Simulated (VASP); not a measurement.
# Gd2NF3 (P-6m2) in VASP: further runs

The runs below take Gd2NF3 through single point, with PBE.

All numbers are computed with VASP 6.6.1; they aren't measurements. Logs are shortened: lines on timing, memory, paths and dates and some standing lists are left out, and cuts for length are marked.

## 1. The cell of the first run

It takes space group P-6m2 (No. 187, hexagonal). Conventional cell: a = 3.875 Å, b = 3.875 Å, c = 5.950 Å, α = 90.00°, β = 90.00°, γ = 120.00°. Gd (site symmetry 3m) has 9 F at 2.65 to 2.73 Å and 3 N at 2.65 Å and 2 Gd at 2.84 to 3.11 Å within 3.5 Å. N (site symmetry -6m2) has 5 F at 2.24 to 2.98 Å and 6 Gd at 2.65 Å within 3.0 Å. F (site symmetry -6m2) has 3 F at 2.24 Å and 6 Gd at 2.73 Å and 2 N at 2.98 Å within 3.0 Å. Within 3.0 Å of F (site symmetry -6m2) lie 3 N at 2.24 Å and 6 Gd at 2.65 Å and 2 F at 2.98 Å. F (site symmetry -6m2) has 5 F at 2.24 to 2.98 Å and 6 Gd at 2.73 Å within 3.0 Å.

The cell was built from a structure type or drawn by symmetry, and may not be a known phase.

## 2. Single point, PBE, collinear spin, ferromagnetic start

INCAR

```
ALGO     = Normal         # electronic algorithm
EDIFF    = 1E-6           # SCF threshold, eV
ENCUT    = 600            # plane-wave cutoff, eV
GGA      = PE             # functional
GGA_COMPAT= False        
ISIF     = 2              # what is computed and relaxed
ISMEAR   = 0              # smearing method
ISPIN    = 2              # spin polarisation
LASPH    = True           # aspherical terms in the spheres
LCHARG   = False          # write CHGCAR
LMAXMIX  = 6              # l up to which the mixer works
LORBIT   = 11             # projections on sites
LREAL    = False          # projectors in reciprocal space
LWAVE    = False          # write WAVECAR
MAGMOM   = 7 7 0 0 0 0    # initial moments
NBANDS   = 44             # bands
NELM     = 200            # most SCF steps
PREC     = Accurate       # precision mode
SIGMA    = 0.15           # smearing width, eV
```

KPOINTS

```
k-points
0
Gamma
  4 4 2
```

POSCAR

```
Gd2NF3
1.0
    3.8745038719      0.0000000000      0.0000000000
   -1.9372519360      3.3554187801      0.0000000000
    0.0000000000      0.0000000000      5.9504552439
Gd N F
2 1 3
Direct
    0.6666666667      0.3333333333      0.2384242182
    0.6666666667      0.3333333333      0.7615757818
    0.0000000000      0.0000000000      0.0000000000
    0.0000000000      0.0000000000      0.5000000000
    0.3333333333      0.6666666667      0.0000000000
    0.3333333333      0.6666666667      0.5000000000
```

Potentials or basis: VASP PAW PBE potentials, release 64 (Gd, N, F).

Run with:

```sh
$ cat potpaw_PBE.64/Gd/POTCAR potpaw_PBE.64/N/POTCAR potpaw_PBE.64/F/POTCAR > POTCAR
$ mpirun -np 1 vasp_std > vasp.out
```

OUTCAR:

```text
EDIFF = 1E-6
   ENCUT = 600
   GGA = PE
   ISIF = 2
   ISMEAR = 0
   ISPIN = 2
   LASPH = True
   LORBIT = 11
   LREAL = False
   NELM = 200
   PREC = Accurate

 ion  position               nearest neighbor table
   1  0.667  0.333  0.238-   5 2.65   5 2.65   3 2.65   3 2.65   3 2.65   5 2.65   6 2.73   6 2.73
                             4 2.73   4 2.73   4 2.73   6 2.73   2 2.84   2 3.11
   2  0.667  0.333  0.762-   5 2.65   5 2.65   3 2.65   3 2.65   3 2.65   5 2.65   6 2.73   6 2.73
                             4 2.73   4 2.73   4 2.73   6 2.73   1 2.84   1 3.11
   3  0.000  0.000  0.000-   1 2.65   2 2.65   1 2.65   2 2.65   1 2.65   2 2.65
   4  0.000  0.000  0.500-   1 2.73   2 2.73   1 2.73   2 2.73   1 2.73   2 2.73
   5  0.333  0.667  0.000-   1 2.65   2 2.65   1 2.65   2 2.65   1 2.65   2 2.65
   6  0.333  0.667  0.500-   1 2.73   2 2.73   1 2.73   2 2.73   1 2.73   2 2.73

  LATTYP: Found a hexagonal cell.
 ALAT       =     3.8745038719
 C/A-ratio  =     1.5357979862

  Lattice vectors:

 A1 = (   3.8745038719,   0.0000000000,   0.0000000000)
 A2 = (  -1.9372519360,   3.3554187801,   0.0000000000)
 A3 = (   0.0000000000,   0.0000000000,   5.9504552439)

Analysis of symmetry for initial positions (statically):
=====================================================================
 Subroutine PRICEL returns:
 Original cell was already a primitive cell.

 Routine SETGRP: Setting up the symmetry group for a
 hexagonal supercell.

 Subroutine GETGRP returns: Found 12 space group operations
 (whereof 12 operations were pure point group operations)
 out of a pool of 24 trial point group operations.

The static configuration has the point symmetry D_3h.

Analysis of symmetry for dynamics (positions and initial velocities):
=====================================================================
 Subroutine PRICEL returns:
 Original cell was already a primitive cell.

 Routine SETGRP: Setting up the symmetry group for a
 hexagonal supercell.

 Subroutine GETGRP returns: Found 12 space group operations
 (whereof 12 operations were pure point group operations)
 out of a pool of 24 trial point group operations.

The dynamic configuration has the point symmetry D_3h.

Analysis of structural, dynamic, and magnetic symmetry:
=====================================================================
 Subroutine PRICEL returns:
 Original cell was already a primitive cell.

 Routine SETGRP: Setting up the symmetry group for a
 hexagonal supercell.

 Subroutine GETGRP returns: Found 12 space group operations
 (whereof 12 operations were pure point group operations)
 out of a pool of 24 trial point group operations.

The overall configuration has the point symmetry D_3h.

 Subroutine INISYM returns: Found 12 space group operations
 (whereof 12 operations are pure point group operations),
 and found     1 'primitive' translations

----------------------------------------------------------------------------------------

                                     Primitive cell

  volume of cell :      77.3594

  direct lattice vectors                    reciprocal lattice vectors
     3.874503872  0.000000000  0.000000000     0.258097561  0.149012696  0.000000000
    -1.937251936  3.355418780  0.000000000     0.000000000  0.298025393  0.000000000
     0.000000000  0.000000000  5.950455244     0.000000000  0.000000000  0.168054369

  length of vectors
     3.874503872  3.874503872  5.950455244     0.298025393  0.298025393  0.168054369

  position of ions in fractional coordinates (direct lattice)
     0.666666667  0.333333333  0.238424218
     0.666666667  0.333333333  0.761575782
     0.000000000  0.000000000  0.000000000
     0.000000000  0.000000000  0.500000000
     0.333333333  0.666666667  0.000000000
     0.333333333  0.666666667  0.500000000

  ion indices of the primitive-cell ions
   primitive index   ion index
                 1           1
                 2           2
                 3           3
                 4           4
                 5           5
                 6           6

----------------------------------------------------------------------------------------

 KPOINTS: k-points

Automatic generation of k-mesh.
 Grid dimensions read from file:
 generate k-points for:    4    4    2

 Generating k-lattice:

  Cartesian coordinates                     Fractional coordinates (reciprocal lattice)
     0.064524390  0.037253174  0.000000000     0.250000000  0.000000000  0.000000000
     0.000000000  0.074506348  0.000000000     0.000000000  0.250000000  0.000000000
     0.000000000  0.000000000  0.084027184     0.000000000  0.000000000  0.500000000

  Length of vectors
     0.074506348  0.074506348  0.084027184

  Shift w.r.t. Gamma in fractional coordinates (k-lattice)
     0.000000000  0.000000000  0.000000000

 Subroutine IBZKPT returns following result:
 ===========================================

 Found      8 irreducible k-points:

 Following reciprocal coordinates:
            Coordinates               Weight
  0.000000  0.000000  0.000000      1.000000
  0.250000 -0.000000  0.000000      6.000000
  0.500000 -0.000000  0.000000      3.000000
  0.250000  0.250000  0.000000      6.000000
  0.000000  0.000000  0.500000      1.000000
  0.250000 -0.000000  0.500000      6.000000
  0.500000 -0.000000  0.500000      3.000000
  0.250000  0.250000  0.500000      6.000000
   k-points           NKPTS =      8   k-points in BZ     NKDIM =      8   number of bands    NBANDS=     44
   number of dos      NEDOS =    301   number of ions     NIONS =      6
   total plane-waves  NPLWV =  49152
   dimension x,y,z NGX =    32 NGY =   32 NGZ =   48
   dimension x,y,z NGXF=    64 NGYF=   64 NGZF=   96
   ions per type =               2   1   3
   NGX,Y,Z   is equivalent  to a cutoff of  13.73, 13.73, 13.41 a.u.
   NGXF,Y,Z  is equivalent  to a cutoff of  27.46, 27.46, 26.82 a.u.
 SYSTEM =  unknown system
   PREC   = accura    normal or accurate (medium, high low for compatibility)
   ISTART =      0    job   : 0-new  1-cont  2-samecut
   ICHARG =      2    charge: 1-file 2-atom 10-const
   ISPIN  =      2    spin polarized calculation?
   LNONCOLLINEAR =      F non collinear calculations
   LSORBIT =      F    spin-orbit coupling
   LASPH  =      T    aspherical Exc in radial PAW
   ENCUT  =  600.0 eV  44.10 Ry    6.64 a.u.   7.74  7.74 11.88*2*pi/ulx,y,z
   NELM   =    200;   NELMIN=  2; NELMDL= -5     # of ELM steps
   EDIFF  = 0.1E-05   stopping-criterion for ELM
   LREAL  =      F    real-space projection
   EDIFFG = 0.1E-04   stopping-criterion for IOM
   NSW    =      0    number of steps for IOM
   IBRION =     -1    ionic relax: 0-MD 1-quasi-New 2-CG
   NFREE  =      0    steps in history (QN), initial steepest desc. (CG)
   ISIF   =      2    stress and relaxation
   ISYM   =      2    0-nonsym 1-usesym 2-fastsym
   POTIM  = 0.5000    time-step for ionic-motion
   TEBEG  =    0.0;   TEEND  =   0.0 temperature during run
   PSTRESS=    0.0 pullay stress
   NELECT =      62.0000    total number of electrons
   NUPDOWN=      -1.0000    fix difference up-down
   EMIN   =  10.00;   EMAX   =-10.00  energy-range for DOS
   EFERMI =   0.00;   METHOD = LEGACY
   ISMEAR =     0;   SIGMA  =   0.15  broadening in eV -4-tet -1-fermi 0-gaus
   EFERMI_NEDOS =   21; number of points for ismear=-14 and -15
   IALGO  =     38    algorithm
   IMIX   =      4    mixing-type and parameters
     AMIX     =   0.40;   BMIX     =  1.00
     AMIX_MAG =   1.60;   BMIX_MAG =  1.00
  volume/ion in A,a.u.               =      12.89        87.01
  Fermi-wavevector in a.u.,A,eV,Ry     =   1.520668  2.873646 31.462533  2.312431
  Thomas-Fermi vector in A             =   2.629487
   LORBIT       =     11    0 simple, 1 ext, 2 COOP (PROOUT), +10 PAW based schemes
   GGA     = PE    functional components
   LHFCALC =     F    Hartree Fock is set to
   AEXX    =    0.0000 exact exchange contribution
   IVDW    =     0    specifies the selected vdW correction
   LEPSILON=     F    determine dielectric tensor
   LRPA    =     F    only Hartree local field effects (RPA)
 spin polarized calculation
 Gauss-broadening in eV      SIGMA  =   0.15
  energy-cutoff  :      600.00
  volume of cell :       77.36
 maximum number of plane-waves:      2598
 NGX is ok and might be reduce to    32
   NGX = 15   NGY = 15   NGZ = 23

 number of electron      61.9999999 magnetization      14.1732736

 Free energy of the ion-electron system (eV)
  ---------------------------------------------------
  ext. energy  EPLUGINS =         0.00000000
  ---------------------------------------------------
  free energy    TOTEN  =       -50.01889928 eV

  energy without entropy =      -50.00100947  energy(sigma->0) =      -50.00995438

 E-fermi :   4.3645     XC(G=0): -11.4759

 val. band max:        4.3223650862   @ k =   0.2500   0.2500   0.5000
 cond. band min:       4.7139803802   @ k =   0.2500   0.2500   0.5000
 fundamental gap:      0.3916152940
 Fermi energy:         4.3644736738

 spin component 1

 k-point     1 :       0.0000    0.0000    0.0000
  band No.  band energies     occupation
      1     -40.8825      1.00000
      2     -40.6563      1.00000
      3     -20.6994      1.00000
      4     -19.9075      1.00000
      5     -18.4242      1.00000
      6     -18.3626      1.00000
[... 35 lines left out ...]
     42       6.9622      0.00000
     43       8.0998      0.00000
[... 280 lines left out ...]
      2     -40.7058      1.00000
      3     -19.9516      1.00000
      4     -19.9156      1.00000
      5     -19.1676      1.00000
      6     -18.7219      1.00000
[... 35 lines left out ...]
     42       8.0929      0.00000
     43       8.5777      0.00000
 Fermi energy:         4.3644736738

 spin component 2

 k-point     1 :       0.0000    0.0000    0.0000
  band No.  band energies     occupation
      1     -37.7362      1.00000
      2     -37.4771      1.00000
      3     -20.3227      1.00000
      4     -19.8351      1.00000
      5     -18.3616      1.00000
      6     -16.6242      1.00000
[... 35 lines left out ...]
     42       7.8460      0.00000
     43       8.9799      0.00000
[... 280 lines left out ...]
      2     -37.5307      1.00000
      3     -19.8143      1.00000
      4     -19.7521      1.00000
      5     -19.0529      1.00000
      6     -16.4364      1.00000
[... 35 lines left out ...]
     42       9.3494      0.00000
     43       9.5399      0.00000
 [bands above 43 left out]

------------------------ aborting loop because EDIFF is reached ----------------------------------------

  FORCE on cell =-STRESS in cart. coord.  units (eV):
  Direction    XX          YY          ZZ          XY          YZ          ZX
  --------------------------------------------------------------------------------------
  -------------------------------------------------------------------------------------
  Total       -0.1465454     -0.1465454     -0.1175569      0.0000000      0.0000000      0.0000000
  in kB       -3.0350780     -3.0350780     -2.4347003      0.0000000      0.0000000      0.0000000
  external PRESSURE =      -2.8349521 kB  Pullay stress =       0.0000000 kB

 VOLUME and BASIS-vectors are now :
 -----------------------------------------------------------------------------
  energy-cutoff  :      600.00
  volume of cell :       77.36
      direct lattice vectors                 reciprocal lattice vectors
     3.874503872  0.000000000  0.000000000     0.258097561  0.149012696  0.000000000
    -1.937251936  3.355418780  0.000000000     0.000000000  0.298025393  0.000000000
     0.000000000  0.000000000  5.950455244     0.000000000  0.000000000  0.168054369

 POSITION                                       TOTAL-FORCE (eV/Angst)
 -----------------------------------------------------------------------------------
      1.93725      1.11847      1.41873         0.000000      0.000000     -0.006939
      1.93725      1.11847      4.53172        -0.000000      0.000000      0.006939
      0.00000      0.00000      0.00000         0.000000      0.000000      0.000000
      0.00000      0.00000      2.97523         0.000000      0.000000      0.000000
     -0.00000      2.23695      0.00000         0.000000     -0.000000      0.000000
     -0.00000      2.23695      2.97523        -0.000000     -0.000000      0.000000
 -----------------------------------------------------------------------------------
    total drift:                                0.000001     -0.000001      0.000000

  FREE ENERGIE OF THE ION-ELECTRON SYSTEM (eV)
  ---------------------------------------------------
  free  energy   TOTEN  =       -50.0188992809 eV

  energy  without entropy=      -50.0010094697  energy(sigma->0) =      -50.00995438

 total charge

# of ion       s       p       d       f       tot
--------------------------------------------------
    1        2.017   5.603   0.477   7.066  15.163
    2        2.017   5.603   0.477   7.066  15.163
    3        1.279   2.262   0.000   0.000   3.541
    4        1.739   4.352   0.000   0.000   6.091
    5        1.756   4.309   0.000   0.000   6.065
    6        1.738   4.352   0.000   0.000   6.090
--------------------------------------------------
tot         10.545  26.481   0.954  14.132  52.113

 magnetization (x)

# of ion       s       p       d       f       tot
--------------------------------------------------
    1       -0.002  -0.085   0.167   6.767   6.847
    2       -0.002  -0.085   0.167   6.767   6.847
    3       -0.005  -0.104   0.000   0.000  -0.108
    4        0.001   0.003   0.000   0.000   0.004
    5        0.002  -0.027   0.000   0.000  -0.025
    6        0.001   0.004   0.000   0.000   0.005
--------------------------------------------------
tot         -0.005  -0.294   0.333  13.534  13.569
```

Run time: 8.2 min. Hardware: 1 thread of Intel Xeon Platinum 8488C (Sapphire Rapids), shared host; peak memory 0.29 GiB.

Results:

| Item | Value |
| --- | --- |
| Free energy | -50.0189 eV |
| Pressure | -0.3 GPa |
| Largest force | 0.007 eV/Å |
| Net moment | 14.17 μB per cell |
| Site moments | Gd +6.85; N -0.11; F +0.00, -0.03, +0.01 μB |
| Valence electrons inside the program's atomic spheres | Gd 15.16; N 3.54; F 6.09, 6.07 (each value once) |

Forces in eV/Å, atoms in the order of the input:
```
Gd   0.000  0.000 -0.007
Gd   0.000  0.000  0.007
N    0.000  0.000  0.000
F    0.000  0.000  0.000
F    0.000  0.000  0.000
F    0.000  0.000  0.000
```

Caveat: the k points lie up to 0.53 Å⁻¹ apart; spin-orbit coupling is left out, which moves the levels of the heavy elements; semilocal functionals describe open f shells poorly, which spoils levels, moments and volumes.

(Part 1 of 2 ends here.)
